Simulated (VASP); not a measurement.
# Si2W in VASP: further runs

Runs on Si2W. Level: r2SCAN. Tasks: single point.

All numbers are computed with VASP 6.6.1; they aren't measurements. Logs are shortened: lines on timing, memory, paths and dates and some standing lists are left out, and cuts for length are marked.

## (1) The cell of the first run

It takes space group I4/mmm (No. 139, tetragonal). Conventional cell: a = 3.175 Å, b = 3.175 Å, c = 8.156 Å, α = 90.00°, β = 90.00°, γ = 90.00°. Si (site symmetry 4mm) has 5 W at 2.62 to 2.74 Å and 9 Si at 2.64 to 3.18 Å within 3.5 Å. Within 3.5 Å of W (site symmetry 4/mmm) lie 10 Si at 2.62 to 2.74 Å and 4 W at 3.18 Å.

## (2) Single point, r2SCAN (uniaxial strain along c: +4.5 %)

The input, POSCAR:

```
Si2W
1.0
    3.1751660534      0.0000000000      0.0000000000
    0.0000000000      3.1751660534      0.0000000000
    0.0000000000      0.0000000000      8.1558239246
Si W
4 2
Direct
    0.0000000000      0.0000000000      0.3354177455
    0.5000000000      0.5000000000      0.1645822545
    0.5000000000      0.5000000000      0.8354177455
    0.0000000000      0.0000000000      0.6645822545
    0.0000000000      0.0000000000      0.0000000000
    0.5000000000      0.5000000000      0.5000000000
```

The input, INCAR.step1:

```
  PREC = Accurate
  ENCUT = 520
  ISMEAR = 0
  SIGMA = 0.1
  LREAL = F
  LASPH = T
  NELM = 80
  NBANDS = 31
  GGA = PE
  ALGO = Normal
  EDIFF = 1E-4
  LWAVE = T
  LCHARG = F
```

The input, INCAR.step2:

```
  PREC = Accurate
  ENCUT = 520
  EDIFF = 1E-7
  ISMEAR = 0
  SIGMA = 0.1
  LREAL = F
  LASPH = T
  NELM = 80
  ALGO = Normal
  ISIF = 2
  LWAVE = F
  LCHARG = T
  METAGGA = R2SCAN
  LMIXTAU = T
  LELF = T
  LVHAR = T
  NBANDS = 31
  ISTART = 1
```

The input, KPOINTS:

```
regular mesh
0
Gamma
  12 12 6
```

Potentials or basis: VASP PAW PBE potentials, release 64 (Si, W_sv).

Run with:

```bash
cat potpaw_PBE.64/Si/POTCAR potpaw_PBE.64/W_sv/POTCAR > POTCAR
cp INCAR.step1 INCAR
mpirun -np 1 vasp_std > vasp.out
cp INCAR.step2 INCAR
mpirun -np 1 vasp_std > vasp.out
```

OUTCAR:

```text
PREC = Accurate
   ENCUT = 520
   EDIFF = 1E-7
   ISMEAR = 0
   LREAL = F
   LASPH = T
   NELM = 80
   ISIF = 2
   METAGGA = R2SCAN
   ISTART = 1

 ion  position               nearest neighbor table
   1  0.000  0.000  0.335-   6 2.62   6 2.62   6 2.62   6 2.62   2 2.64   2 2.64   2 2.64   2 2.64
                             4 2.68   5 2.74
   2  0.500  0.500  0.165-   5 2.62   5 2.62   5 2.62   5 2.62   1 2.64   1 2.64   1 2.64   1 2.64
                             3 2.68   6 2.74
   3  0.500  0.500  0.835-   5 2.62   5 2.62   5 2.62   5 2.62   4 2.64   4 2.64   4 2.64   4 2.64
                             2 2.68   6 2.74
   4  0.000  0.000  0.665-   6 2.62   6 2.62   6 2.62   6 2.62   3 2.64   3 2.64   3 2.64   3 2.64
                             1 2.68   5 2.74
   5  0.000  0.000  0.000-   2 2.62   3 2.62   2 2.62   3 2.62   2 2.62   3 2.62   2 2.62   3 2.62
                             1 2.74   4 2.74
   6  0.500  0.500  0.500-   1 2.62   4 2.62   1 2.62   4 2.62   1 2.62   4 2.62   1 2.62   4 2.62
                             3 2.74   2 2.74

  LATTYP: Found a simple tetragonal cell.
 ALAT       =     3.1751660534
 C/A-ratio  =     2.5686291008

  Lattice vectors:

 A1 = (   3.1751660534,   0.0000000000,   0.0000000000)
 A2 = (   0.0000000000,   3.1751660534,   0.0000000000)
 A3 = (   0.0000000000,   0.0000000000,   8.1558239246)

Analysis of symmetry for initial positions (statically):
=====================================================================
 Subroutine PRICEL returns following result:

  LATTYP: Found a body centered tetragonal cell.
 ALAT       =     3.1751660534
 C/A-ratio  =     2.5686291008

  Lattice vectors:

 A1 = (  -1.5875830267,   1.5875830267,   4.0779119623)
 A2 = (   1.5875830267,  -1.5875830267,   4.0779119623)
 A3 = (   1.5875830267,   1.5875830267,  -4.0779119623)

   2 primitive cells build up your supercell.

 Routine SETGRP: Setting up the symmetry group for a
 simple tetragonal supercell.

 Subroutine GETGRP returns: Found 16 space group operations
 (whereof 16 operations were pure point group operations)
 out of a pool of 16 trial point group operations.

The static configuration has the point symmetry D_4h.

Analysis of symmetry for dynamics (positions and initial velocities):
=====================================================================
 Subroutine PRICEL returns following result:

  LATTYP: Found a body centered tetragonal cell.
 ALAT       =     3.1751660534
 C/A-ratio  =     2.5686291008

  Lattice vectors:

 A1 = (  -1.5875830267,   1.5875830267,   4.0779119623)
 A2 = (   1.5875830267,  -1.5875830267,   4.0779119623)
 A3 = (   1.5875830267,   1.5875830267,  -4.0779119623)

   2 primitive cells build up your supercell.

 Routine SETGRP: Setting up the symmetry group for a
 simple tetragonal supercell.

 Subroutine GETGRP returns: Found 16 space group operations
 (whereof 16 operations were pure point group operations)
 out of a pool of 16 trial point group operations.

The dynamic configuration has the point symmetry D_4h.

 Subroutine INISYM returns: Found 16 space group operations
 (whereof 16 operations are pure point group operations),
 and found     2 'primitive' translations

----------------------------------------------------------------------------------------

                                     Primitive cell

  volume of cell :      41.1122

  direct lattice vectors                    reciprocal lattice vectors
    -1.587583027  1.587583027  4.077911962    -0.000000000  0.314944158  0.122611769
     1.587583027 -1.587583027  4.077911962     0.314944158  0.000000000  0.122611769
     1.587583027  1.587583027 -4.077911962     0.314944158  0.314944158  0.000000000

  length of vectors
     4.655126819  4.655126819  4.655126819     0.337969627  0.337969627  0.445398300

  position of ions in fractional coordinates (direct lattice)
     0.335417746  0.335417746  0.000000000
     0.664582254  0.664582254  0.000000000
     0.000000000  0.000000000  0.000000000

  ion indices of the primitive-cell ions
   primitive index   ion index
                 1           1
                 2           4
                 3           5

----------------------------------------------------------------------------------------

 KPOINTS: regular mesh

Automatic generation of k-mesh.
 Grid dimensions read from file:
 generate k-points for:   12   12    6

 Generating k-lattice:

  Cartesian coordinates                     Fractional coordinates (reciprocal lattice)
     0.026245347  0.000000000  0.000000000     0.083333333  0.000000000  0.000000000
     0.000000000  0.026245347  0.000000000     0.000000000  0.083333333  0.000000000
     0.000000000  0.000000000  0.020435295     0.000000000  0.000000000  0.166666667

  Length of vectors
     0.026245347  0.026245347  0.020435295

  Shift w.r.t. Gamma in fractional coordinates (k-lattice)
     0.000000000  0.000000000  0.000000000

 Subroutine IBZKPT returns following result:
 ===========================================

 Found    112 irreducible k-points:

 Following reciprocal coordinates:
            Coordinates               Weight
  0.000000  0.000000  0.000000      1.000000
  0.083333  0.000000  0.000000      4.000000
  0.166667  0.000000  0.000000      4.000000
  0.250000  0.000000  0.000000      4.000000
  0.333333  0.000000  0.000000      4.000000
  0.416667  0.000000  0.000000      4.000000
[... 16 lines left out ...]
  0.333333  0.333333  0.000000      4.000000
  0.416667  0.333333  0.000000      8.000000
 [... further k-points ...]
   k-points           NKPTS =    112   k-points in BZ     NKDIM =    112   number of bands    NBANDS=     31
   number of dos      NEDOS =    301   number of ions     NIONS =      6
   total plane-waves  NPLWV =  36864
   dimension x,y,z NGX =    24 NGY =   24 NGZ =   64
   dimension x,y,z NGXF=    48 NGYF=   48 NGZF=  128
   ions per type =               4   2
   NGX,Y,Z   is equivalent  to a cutoff of  12.57, 12.57, 13.05 a.u.
   NGXF,Y,Z  is equivalent  to a cutoff of  25.13, 25.13, 26.09 a.u.
 SYSTEM =  unknown system
   PREC   = accura    normal or accurate (medium, high low for compatibility)
   ISTART =      1    job   : 0-new  1-cont  2-samecut
   ICHARG =      0    charge: 1-file 2-atom 10-const
   ISPIN  =      1    spin polarized calculation?
   LNONCOLLINEAR =      F non collinear calculations
   LSORBIT =      F    spin-orbit coupling
   LASPH  =      T    aspherical Exc in radial PAW
   ENCUT  =  520.0 eV  38.22 Ry    6.18 a.u.   5.90  5.90 15.16*2*pi/ulx,y,z
   NELM   =     80;   NELMIN=  2; NELMDL=  0     # of ELM steps
   EDIFF  = 0.1E-06   stopping-criterion for ELM
   LREAL  =      F    real-space projection
   EDIFFG = 0.1E-05   stopping-criterion for IOM
   NSW    =      0    number of steps for IOM
   IBRION =     -1    ionic relax: 0-MD 1-quasi-New 2-CG
   NFREE  =      0    steps in history (QN), initial steepest desc. (CG)
   ISIF   =      2    stress and relaxation
   ISYM   =      2    0-nonsym 1-usesym 2-fastsym
   POTIM  = 0.5000    time-step for ionic-motion
   TEBEG  =    0.0;   TEEND  =   0.0 temperature during run
   PSTRESS=    0.0 pullay stress
   NELECT =      44.0000    total number of electrons
   NUPDOWN=      -1.0000    fix difference up-down
   EMIN   =  10.00;   EMAX   =-10.00  energy-range for DOS
   EFERMI =   0.00;   METHOD = LEGACY
   ISMEAR =     0;   SIGMA  =   0.10  broadening in eV -4-tet -1-fermi 0-gaus
   EFERMI_NEDOS =   21; number of points for ismear=-14 and -15
   IALGO  =     38    algorithm
   IMIX   =      4    mixing-type and parameters
     AMIX     =   0.40;   BMIX     =  1.00
     AMIX_MAG =   1.60;   BMIX_MAG =  1.00
  volume/ion in A,a.u.               =      13.70        92.48
  Fermi-wavevector in a.u.,A,eV,Ry     =   1.329104  2.511641 24.034912  1.766516
  Thomas-Fermi vector in A             =   2.458291
   LORBIT       =      0    0 simple, 1 ext, 2 COOP (PROOUT), +10 PAW based schemes
   METAGGA = R2SCAN    functional components
   LHFCALC =     F    Hartree Fock is set to
   AEXX    =    0.0000 exact exchange contribution
   IVDW    =     0    specifies the selected vdW correction
   LEPSILON=     F    determine dielectric tensor
   LRPA    =     F    only Hartree local field effects (RPA)
 non-spin polarized calculation
 Gauss-broadening in eV      SIGMA  =   0.10
  energy-cutoff  :      520.00
  volume of cell :       82.22
 maximum number of plane-waves:      2248
 NGX is ok and might be reduce to    24

 number of electron      43.9999995 magnetization

 Free energy of the ion-electron system (eV)
  ---------------------------------------------------
  ext. energy  EPLUGINS =         0.00000000
  ---------------------------------------------------
  free energy    TOTEN  =      -139.38254995 eV

  energy without entropy =     -139.37942801  energy(sigma->0) =     -139.38098898

 E-fermi :  11.8434     XC(G=0): -13.4280

 val. band max:       11.8314799656   @ k =   0.0833   0.0833   0.1667
 cond. band min:      11.8558924227   @ k =   0.0000   0.0000   0.1667
 fundamental gap:      0.0244124571
 Fermi energy:        11.8433809215

 k-point     1 :       0.0000    0.0000    0.0000
  band No.  band energies     occupation
      1     -64.0788      2.00000
      2     -64.0788      2.00000
      3     -27.7466      2.00000
      4     -27.7324      2.00000
      5     -27.6319      2.00000
      6     -27.6319      2.00000
[... 23 lines left out ...]
     30      16.1404      0.00000
     31      16.6900      0.00000

 k-point     2 :       0.0833    0.0000    0.0000
  band No.  band energies     occupation
      1     -64.0781      2.00000
      2     -64.0780      2.00000
      3     -27.7442      2.00000
      4     -27.7305      2.00000
      5     -27.6498      2.00000
      6     -27.6490      2.00000
[... 740 lines left out ...]
 k-point    24 :       0.4167    0.3333    0.0000
  band No.  band energies     occupation
      1     -64.0616      2.00000
      2     -64.0616      2.00000
      3     -27.8485      2.00000
      4     -27.8485      2.00000
      5     -27.7964      2.00000
      6     -27.7962      2.00000
[... 23 lines left out ...]
     30      15.8436      0.00000
     31      17.1946      0.00000

 [... further k-points ...]

------------------------ aborting loop because EDIFF is reached ----------------------------------------

  FORCE on cell =-STRESS in cart. coord.  units (eV):
  Direction    XX          YY          ZZ          XY          YZ          ZX
  --------------------------------------------------------------------------------------
  -------------------------------------------------------------------------------------
  Total        1.2232864      1.2232864    -10.0460208      0.0000000      0.0000000      0.0000000
  in kB       23.8362545     23.8362545   -195.7509732      0.0000000      0.0000000      0.0000000
  external PRESSURE =     -49.3594881 kB  Pullay stress =       0.0000000 kB

 VOLUME and BASIS-vectors are now :
 -----------------------------------------------------------------------------
  energy-cutoff  :      520.00
  volume of cell :       82.22
      direct lattice vectors                 reciprocal lattice vectors
     3.175166053  0.000000000  0.000000000     0.314944158  0.000000000  0.000000000
     0.000000000  3.175166053  0.000000000     0.000000000  0.314944158  0.000000000
     0.000000000  0.000000000  8.155823925     0.000000000  0.000000000  0.122611769

 POSITION                                       TOTAL-FORCE (eV/Angst)
 -----------------------------------------------------------------------------------
      0.00000      0.00000      2.73561        -0.000000     -0.000000      0.045909
      1.58758      1.58758      1.34230        -0.000000     -0.000000     -0.045909
      1.58758      1.58758      6.81352         0.000000     -0.000000      0.045909
      0.00000      0.00000      5.42022         0.000000     -0.000000     -0.045909
      0.00000      0.00000      0.00000        -0.000000      0.000000     -0.000000
      1.58758      1.58758      4.07791         0.000000      0.000000     -0.000000
 -----------------------------------------------------------------------------------
    total drift:                                0.000000      0.000000     -0.000000

  FREE ENERGIE OF THE ION-ELECTRON SYSTEM (eV)
  ---------------------------------------------------
  free  energy   TOTEN  =      -139.3825499543 eV

  energy  without entropy=     -139.3794280112  energy(sigma->0) =     -139.38098898
```

It took 7.4 min on 1 thread of Intel Xeon Platinum 8559C (Emerald Rapids), shared host; peak memory 0.35 GiB.

What came out:

* Free energy: -139.3825 eV
* Pressure: -4.9 GPa
* Largest force: 0.046 eV/Å
* Band gap on the k mesh: zero (bands 22 and 23 overlap by 1.14 eV)

Forces on the atoms (eV/Å):
```
Si   0.000  0.000  0.046
Si   0.000  0.000 -0.046
Si   0.000  0.000  0.046
Si   0.000  0.000 -0.046
W    0.000  0.000  0.000
W    0.000  0.000  0.000
```

Caveat: the cell differs from its parent crystal (uniaxial strain along c: +4.5 %); the stress differs along the axes, from -20 to 2 GPa; the PAW data sets were made with another functional, which shifts forces and pressure a little; spin-orbit coupling is left out, which moves the levels of the heavy elements.

## (3) Single point, r2SCAN (uniaxial strain along a: +3.0 %)

The input, POSCAR:

```
Si2W
1.0
    3.3076318956      0.0000000000      0.0000000000
    0.0000000000      3.1872084042      0.0000000000
    0.0000000000      0.0000000000      7.7460815752
Si W
4 2
Direct
    0.0000000000      0.0000000000      0.3349602810
    0.5000000000      0.5000000000      0.1650397190
    0.5000000000      0.5000000000      0.8349602810
    0.0000000000      0.0000000000      0.6650397190
    0.0000000000      0.0000000000      0.0000000000
    0.5000000000      0.5000000000      0.5000000000
```

The input, INCAR.step1:

```
  ALGO = Normal
  EDIFF = 1E-4
  ENCUT = 520
  GGA = PE
  ISMEAR = 0
  LASPH = True
  LCHARG = False
  LREAL = False
  LWAVE = True
  NBANDS = 31
  NELM = 80
  PREC = Accurate
  SIGMA = 0.1
```

The input, INCAR.step2:

```
  ALGO = Normal
  EDIFF = 1E-7
  ENCUT = 520
  ISIF = 2
  ISMEAR = 0
  ISTART = 1
  LASPH = True
  LCHARG = False
  LMIXTAU = True
  LREAL = False
  LWAVE = False
  METAGGA = R2SCAN
  NBANDS = 31
  NELM = 80
  PREC = Accurate
  SIGMA = 0.1
```

The input, KPOINTS:

```
k-points
0
Gamma
  12 12 6
```

Potentials or basis: VASP PAW PBE potentials, release 64 (Si, W_sv).

Run with:

```bash
cat potpaw_PBE.64/Si/POTCAR potpaw_PBE.64/W_sv/POTCAR > POTCAR
cp INCAR.step1 INCAR
mpirun -np 1 vasp_std > vasp.out
cp INCAR.step2 INCAR
mpirun -np 1 vasp_std > vasp.out
```

Run time: 11 min. Hardware: 1 thread of Intel Xeon 6975P-C (Granite Rapids), shared host; peak memory 0.49 GiB.

It converged, with:

| Quantity | Value |
| --- | --- |
| Free energy | -139.5452 eV |
| Pressure | -2.5 GPa |
| Largest force | 0.008 eV/Å |
| Band gap on the k mesh | zero (bands 22 and 23 overlap by 0.99 eV) |

Forces on the atoms (eV/Å):
```
Si   0.000  0.000  0.008
Si   0.000  0.000 -0.008
Si   0.000  0.000  0.008
Si   0.000  0.000 -0.008
W    0.000  0.000  0.000
W    0.000  0.000  0.000
```

Stress tensor (GPa, compression positive):
```
-10.64   0.00   0.00
  0.00   0.87   0.00
  0.00   0.00   2.33
```

Levels at points of the mesh, in eV from the Fermi level:
```csv
k point,band 18,band 19,band 20,band 21,band 22,band 23,band 24,band 25,band 26,band 27
"(0.00, 0.00, 0.00)",-2.67,-1.52,-0.73,-0.61,-0.23,0.51,0.71,2.58,2.65,3.39
"(0.50, 0.00, 0.00)",-2.68,-2.59,-2.59,-0.60,-0.60,2.26,2.26,2.83,2.83,4.11
"(0.00, 0.50, 0.00)",-3.28,-2.51,-2.51,-1.03,-1.03,2.39,2.39,3.56,3.56,3.62
"(0.50, 0.50, 0.00)",-5.28,-3.25,-3.25,-2.01,-2.01,2.87,2.87,3.23,3.23,3.55
"(0.00, 0.00, 0.50)",-2.35,-2.10,-2.10,0.61,0.61,1.21,1.21,1.77,1.77,1.89
"(0.50, 0.00, 0.50)",-2.80,-2.75,-2.75,-0.31,-0.31,2.44,2.44,3.17,3.17,4.43
"(0.00, 0.50, 0.50)",-3.34,-2.74,-2.74,-0.71,-0.71,2.49,2.49,3.25,3.25,4.28
"(0.50, 0.50, 0.50)",-3.14,-2.66,-2.66,-2.45,-2.45,0.39,0.39,2.94,2.94,3.95
```

Caveat: the cell differs from its parent crystal (uniaxial strain along a: +3.0 %); the stress differs along the axes, from -11 to 2 GPa; the PAW data sets were made with another functional, which shifts forces and pressure a little; spin-orbit coupling is left out, which moves the levels of the heavy elements.

## (4) Single point, r2SCAN

This run uses another cell than the first one: it holds 3 atoms, not 6.

The input, POSCAR:

```
Si2W
1.0
   -1.6056465504      1.6056465504      3.9023080979
    1.6056465504     -1.6056465504      3.9023080979
    1.6056465504      1.6056465504     -3.9023080979
Si W
2 1
Direct
    0.3348248949      0.3348248949      0.0000000000
    0.6651751051      0.6651751051      0.0000000000
    0.0000000000      0.0000000000      0.0000000000
```

The input, INCAR.step1:

```
SYSTEM = Si2W
PREC = Accurate
ENCUT = 520
ISMEAR = 0
SIGMA = 0.1
LREAL = .FALSE.
LASPH = .TRUE.
NELM = 100
NBANDS = 18
GGA = PE
ALGO = Normal
EDIFF = 1E-4
LWAVE = .TRUE.
LCHARG = .FALSE.
```

The input, INCAR.step2:

```
SYSTEM = Si2W
PREC = Accurate
ENCUT = 520
EDIFF = 1E-7
ISMEAR = 0
SIGMA = 0.1
LREAL = .FALSE.
LASPH = .TRUE.
NELM = 100
ALGO = Normal
ISIF = 2
LWAVE = .FALSE.
LCHARG = .TRUE.
METAGGA = R2SCAN
LMIXTAU = .TRUE.
LELF = .TRUE.
LVHAR = .TRUE.
NBANDS = 18
ISTART = 1
```

The input, KPOINTS:

```
Automatic mesh
0
G
  18 18 18
  0 0 0
```

Run with:

```bash
cat potpaw_PBE.64/Si/POTCAR potpaw_PBE.64/W_sv/POTCAR > POTCAR
cp INCAR.step1 INCAR
mpirun -np 1 vasp_std > vasp.out
cp INCAR.step2 INCAR
mpirun -np 1 vasp_std > vasp.out
```

It took 21 min on 1 thread of AMD EPYC 9R45 (Zen 5), shared host; peak memory 0.44 GiB.

The run converged. Its results:

| Item | Value |
| --- | --- |
| Free energy | -69.8163 eV |
| Pressure | 0.3 GPa |
| Largest force | 0.009 eV/Å |
| Band gap on the k mesh | zero (bands 11 and 12 overlap by 1.30 eV) |

Forces on the atoms (eV/Å):
```
Si   0.000  0.000 -0.009
Si   0.000  0.000  0.009
W    0.000  0.000  0.000
```

Stress tensor (GPa, compression positive):
```
0.35 0.00 0.00
0.00 0.35 0.00
0.00 0.00 0.08
```

Levels at points of the mesh, in eV from the Fermi level:
```
           k point  band 9  band 10  band 11  band 12  band 13  band 14
(0.00, 0.00, 0.00)   -3.06    -3.06     0.59     3.03     3.16     3.18
(0.50, 0.00, 0.00)   -3.02    -2.88    -0.50     2.92     2.99     4.20
(0.50, 0.50, 0.00)   -5.34    -3.47    -2.01     3.06     3.28     3.42
(0.50, 0.50, 0.50)   -0.97    -0.97    -0.54    -0.54     0.78     4.92
```

Caveat: the PAW data sets were made with another functional, which shifts forces and pressure a little; spin-orbit coupling is left out, which moves the levels of the heavy elements.

## (5) Summary

| cell | k mesh | gap on the mesh (eV) | pressure (GPa) | largest force (eV/Å) |
| --- | --- | --- | --- | --- |
| a = 3.175, b = 3.175, c = 8.156 Å, 6 atoms, atomic positions A | 12 × 12 × 6 | none | -4.9 | 0.05 |
| a = 3.308, b = 3.187, c = 7.746 Å, 6 atoms, atomic positions B | 12 × 12 × 6 | none | -2.5 | 0.01 |
| a = 4.515 Å, angles 138.3, 138.3, 60.4°, 3 atoms, atomic positions C | 18 × 18 × 18 | none | 0.3 | 0.01 |

Alike in all rows: task single point; level r2SCAN; potentials or basis VASP PAW PBE potentials, release 64 (Si, W_sv); no spin polarisation; cutoff (eV) 520; smearing gaussian 0.1 eV.

Caveats: the PAW data sets were made with another functional, which shifts forces and pressure a little; spin-orbit coupling is left out, which moves the levels of the heavy elements; the stress differs along the axes, from -20 to 2 GPa (at least some runs); the stress differs along the axes, from -11 to 2 GPa (at least some runs).

Absolute energies hang on the potentials; compare differences alone.

The gap in the log of VASP goes by the Fermi energy; the results here count the filled bands.